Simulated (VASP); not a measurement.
Wanted: the native input for a VASP 6.6.1 run.

| Quantity | Value |
| --- | --- |
| Task | single point |
| Functional | PBE |
| Dispersion | D3(BJ) |
| Potentials or basis | VASP PAW PBE potentials, release 64 (Ta_pv, H) |
| Cutoff | 520 eV |
| k mesh | 6 × 6 × 1 |
| Occupations | gaussian, width 0.1 eV |
| Spin | no spin polarisation |
| Dipole correction | yes |
| Further INCAR settings | ALGO = Normal; EDIFF = 1e-06; NBANDS = 54 |

The structure of Ta8H lies in POSCAR:

```
Ta8H
1.0
    4.6456161668      0.0000000000      0.0000000000
   -2.3228080834      4.0232216167      0.0000000000
    0.0000000000      0.0000000000     25.6379770039
Ta H
8 1
Direct
    0.6666666667      0.3333333333      0.3315394190
    0.3333333333      0.6666666667      0.3685268315
    0.0000000000      0.0000000000      0.4055142438
    0.6666666667      0.3333333333      0.4425016562
    0.3333333333      0.6666666667      0.4762660038
    0.0000000000      0.0000000000      0.5198566660
    0.6666666667      0.3333333333      0.5522688407
    0.3333333333      0.6666666667      0.5789370640
    0.5000000000      1.1666666667      0.6069912396
```

The input as run:

INCAR

```
SYSTEM = Ta8H
PREC = Accurate
ENCUT = 520
EDIFF = 1E-6
ISMEAR = 0
SIGMA = 0.1
LREAL = .False.
LASPH = .True.
NELM = 100
ALGO = Normal
ISIF = 2
LWAVE = .False.
LCHARG = .False.
LDIPOL = .True.
IDIPOL = 3
DIPOL = 0.5 0.5 0.476
GGA = PE
IVDW = 12
NBANDS = 54
```

KPOINTS

```
Automatic mesh
0
Gamma
  6 6 1
  0 0 0
```

Potentials or basis: VASP PAW PBE potentials, release 64 (Ta_pv, H).

The run is started by

```bash
$ cat potpaw_PBE.64/Ta_pv/POTCAR potpaw_PBE.64/H/POTCAR > POTCAR
$ mpirun -np 1 vasp_std > vasp.out
```

Results of the run:

- Largest force: 4.102 eV/Å
- Band gap on the k mesh: zero (an odd number of electrons rules out a gap without spin polarisation)
- Dispersion energy per atom: -0.403 eV

Caveat: spin-orbit coupling is left out, which moves the levels of the heavy elements.

Run time: 14 min on 1 thread of Intel(R) Xeon(R) 6975P-C (Granite Rapids), with other jobs on the host, peak memory 0.79 GiB.
